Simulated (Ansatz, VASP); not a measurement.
One calculation of CuAu, two programs

INCAR

```
SYSTEM = CuAu
PREC = Accurate ; ENCUT = 520
EDIFF = 1E-7 ; ISMEAR = 0
SIGMA = 0.15 ; LREAL = .False.
LASPH = .True. ; NELM = 60
ALGO = Fast ; ISIF = 2
LWAVE = .False. ; LCHARG = .True.
GGA = PE ; LELF = .True.
LVHAR = .True. ; NBANDS = 18
```

The input KPOINTS:

```
Automatic mesh
0
Gamma
  18 18 14
  0 0 0
```

POSCAR

```
CuAu
1.0
    2.8840000000      0.0000000000      0.0000000000
    0.0000000000      2.8840000000      0.0000000000
    0.0000000000      0.0000000000      3.6700000000
Cu Au
1 1
Direct
    0.5000000000      0.5000000000      0.5000000000
    0.0000000000      0.0000000000      0.0000000000
```

Input for Ansatz:

```yaml
crystal:
  lattice:
    - [2.884, 0.0, 0.0]
    - [0.0, 2.884, 0.0]
    - [0.0, 0.0, 3.67]
  atoms:
    - { symbol: Cu, position: [0.5, 0.5, 0.5] }
    - { symbol: Au, position: [0.0, 0.0, 0.0] }
basis:
  ecutwfc: 420
kpoints:
  mp_grid: { grid: [18, 18, 14] }
hamiltonian:
  xc: pbe
scf:
  occupations: { method: gaussian, width: 0.15 }
output:
  forces: true
  stress: true
  eigenvalues: true
```

Change from the starting cell: strain +0.030 along x and y, +0.000 along z, atoms carried along.

Alike in both runs: task single point; functional PBE; k mesh 18 × 18 × 14; occupations gaussian, width 0.15 eV; no spin polarisation.

|  | VASP | Ansatz |
| --- | --- | --- |
| version | VASP 6.6.1 | Ansatz 0.2.0 |
| potentials or method | VASP PAW PBE potentials, release 64 (Cu, Au), cutoff 520 eV | scalar-relativistic, plane waves, PAW |
| valence electrons in the cell | 22 | 38 |

VASP gave:

```
gap on the k mesh at the Fermi level (eV) : none
pressure (GPa)                            : -2.1
```

**Question.** What did Ansatz give for the same quantities?

**Answer.** gap on the k mesh at the Fermi level (eV): none; pressure (GPa): -2.3.

A gap of «none» marks a metal or a gap that the smearing closes. VASP's potentials hold 22 valence electrons a cell and Ansatz's 38, so a difference there can come from the potentials and not from the codes.

Spin-orbit coupling is off throughout.
